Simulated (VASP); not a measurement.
Set up this calculation in VASP 6.6.1, as the native input.

| Quantity | Value |
| --- | --- |
| Task | single point |
| Functional | PBE |
| Potentials or basis | VASP PAW PBE potentials, release 64 (Be) |
| Cutoff | 520 eV |
| k mesh | 10 × 6 × 6 |
| Occupations | gaussian, width 0.2 eV |
| Spin | no spin polarisation |
| Dipole correction | no |
| Further INCAR settings | ALGO = Fast; EDIFF = 1e-07; NBANDS = 12 |

The structure of Be lies in POSCAR:

```
Be
1.0
   -1.1165551103      1.1165551103     -1.5780297674
    3.3496653309      1.1165551103     -1.5780297674
   -1.1165551103     -3.3496653309     -1.5780297674
Be
4
Direct
    0.0000000000      0.2500000000      0.7500000000
    0.5000000000      0.7500000000      0.7500000000
    1.0000000000      0.7500000000      0.2500000000
    0.5000000000      0.2500000000      0.2500000000
```

The input as run:

INCAR

```
PREC = Accurate ; ENCUT = 520
EDIFF = 1E-7 ; ISMEAR = 0
SIGMA = 0.2 ; LREAL = F
LASPH = T ; NELM = 80
ALGO = Fast ; ISIF = 2
LWAVE = F ; LCHARG = F
GGA = PE ; NBANDS = 12
```

KPOINTS

```
regular mesh
0
Gamma
  10 6 6
```

Potentials or basis: VASP PAW PBE potentials, release 64 (Be).

Launch:

```bash
$ cat potpaw_PBE.64/Be/POTCAR > POTCAR
$ mpirun -np 1 vasp_std > vasp.out
```

It gave:

```json
{"Pressure": "0.2 GPa", "Band gap on the k mesh": "zero (band 4 reaches 8.52 eV, above the bottom of band 5 at 7.51 eV)"}
```

Run time: 19 s on 1 thread of Intel(R) Xeon(R) 6975P-C (Granite Rapids), with other jobs on the host, peak memory 0.15 GiB.
